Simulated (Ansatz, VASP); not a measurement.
## SrO in VASP and in Ansatz

Contents of INCAR:

```
SYSTEM = SrO
  ALGO = Normal
  EDIFF = 1E-6
  ENCUT = 520
  GGA = PE
  ISIF = 2
  ISMEAR = -1
  LASPH = .True.
  LCHARG = .False.
  LREAL = .False.
  LWAVE = .False.
  NBANDS = 15
  NELM = 80
  PREC = Accurate
  SIGMA = 0.02
```

The input KPOINTS:

```
k-points
0
Gamma
  6 6 6
  0 0 0
```

The input POSCAR:

```
SrO
1.0
    0.0000000000      2.6000000000      2.6000000000
    2.6000000000      0.0000000000      2.6000000000
    2.6000000000      2.6000000000      0.0000000000
Sr O
1 1
Direct
    0.0000000000      0.0000000000      0.0000000000
    0.5000000000      0.5000000000      0.5000000000
```

Input for Ansatz:

```yaml
crystal:
  lattice:
    - [0, 2.6, 2.6]
    - [2.6, 0, 2.6]
    - [2.6, 2.6, 0]
  atoms:
    - { symbol: Sr, position: [0, 0, 0] }
    - { symbol: O, position: [0.5, 0.5, 0.5] }
kpoints:
  mp_grid: { grid: [6, 6, 6] }
hamiltonian:
  xc: pbe
  pseudopotentials:
    kind: all_electron
    relativity: scalar
    datasets: crystal
    dataset_attempts: all
    nuclear_model: point
scf:
  occupations: { method: fermi_dirac, width: 0.02 }
  convergence: { dr2_threshold: "1e-9 eV" }
  max_iter: 300
output:
  forces: true
  stress: true
  eigenvalues: true
```

Alike in both runs: task single point; functional PBE; k mesh 6 × 6 × 6; occupations fermi-dirac, width 0.02 eV; no spin polarisation.

|  | VASP | Ansatz |
| --- | --- | --- |
| version | VASP 6.6.1 | Ansatz 0.2.0 development build |
| potentials or method | VASP PAW PBE potentials, release 64 (Sr_sv, O), cutoff 520 eV | plane waves, all-electron PAW datasets generated for the crystal |

VASP gave:

- gap on the k mesh at the Fermi level (eV): 3.28

Task: Estimate Ansatz's values.

Result: gap on the k mesh at the Fermi level (eV): 3.33.

Ansatz ran all-electron here, and VASP with PAW potentials.
